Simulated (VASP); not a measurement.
Here is a VASP 6.6.1 calculation.

The input INCAR:

```
PREC = Accurate
ENCUT = 520
EDIFF = 1E-7
ISMEAR = 0
SIGMA = 0.1
LREAL = F
LASPH = T
NELM = 60
ALGO = Normal
ISIF = 2
LWAVE = F
LCHARG = F
GGA = PE
NBANDS = 42
```

Contents of KPOINTS:

```
Automatic mesh
0
Gamma
  4 4 4
```

POSCAR

```
Pr4ScC
1.0
    0.0000000000      4.2285227100      4.2285227100
    4.2285227100      0.0000000000      4.2285227100
    4.2285227100      4.2285227100      0.0000000000
Pr Sc C
4 1 1
Direct
    0.8748729900      0.3753810200      0.8748729900
    0.3753810200      0.8748729900      0.8748729900
    0.8748729900      0.8748729900      0.8748729900
    0.8748729900      0.8748729900      0.3753810200
    0.5000000000      0.5000000000      0.5000000000
    0.2500000000      0.2500000000      0.2500000000
```

Potentials or basis: VASP PAW PBE potentials, release 64 (Pr, Sc_sv, C).

Run with:

```sh
$ cat potpaw_PBE.64/Pr/POTCAR potpaw_PBE.64/Sc_sv/POTCAR potpaw_PBE.64/C/POTCAR > POTCAR
$ mpirun -np 1 vasp_std > vasp.out
```

(1) Predict the largest force.

(2) Estimate the pressure.

Results:

(1) 0.598 eV/Å.

(2) -7.0 GPa.
